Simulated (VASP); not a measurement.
The system is Ta2Ru.

```
CELL_PARAMETERS angstrom
0.00000 3.60185 3.60185
3.60185 0.00000 3.60185
3.60185 3.60185 0.00000
ATOMIC_POSITIONS crystal
Ta 0.62500 0.62500 0.62500
Ta 0.12500 0.62500 0.62500
Ta 0.62500 0.62500 0.12500
Ta 0.62500 0.12500 0.62500
Ru 0.00000 0.00000 0.00000
Ru 0.25000 0.25000 0.25000
```

- Program: VASP 6.6.1
- Task: relaxation of cell and atoms
- Functional: PBE
- Potentials or basis: VASP PAW PBE potentials, release 64 (Ta_pv, Ru_pv)
- Cutoff: 600 eV
- k mesh: 4 × 4 × 4
- Occupations: gaussian, width 0.1 eV
- Spin: no spin polarisation

At the start: pressure 29.3 GPa; volume 15.58 Å³/atom.

Task: How do energy, volume and symmetry change on relaxing?

Result: Over 4 steps the energy falls by 167.1 meV/atom and the volume is 17.63 Å³/atom (+13.2 %); space group Fd-3m (No. 227, to 0.05 Å).

The path:
```
step  energy change (eV)  largest force (eV/Å)  pressure (GPa)  volume (Å³)
   1              0.0000                0.0000           29.25        93.46
   2              2.5649                0.0000          -28.44       137.44
   3             -0.9959                0.0000           -1.90       106.71
   4             -1.0025                0.0000           -0.30       105.76
```

Final structure:
```
Ta Ru
1.0
     0.00000    3.75348    3.75348
     3.75348    0.00000    3.75348
     3.75348    3.75348    0.00000
Ta Ru
4 2
Direct
  0.62500 0.62500 0.62500
  0.12500 0.62500 0.62500
  0.62500 0.62500 0.12500
  0.62500 0.12500 0.62500
  0.00000 0.00000 0.00000
  0.25000 0.25000 0.25000
```

Caveat: the k points lie up to 0.36 Å⁻¹ apart in the final cell.
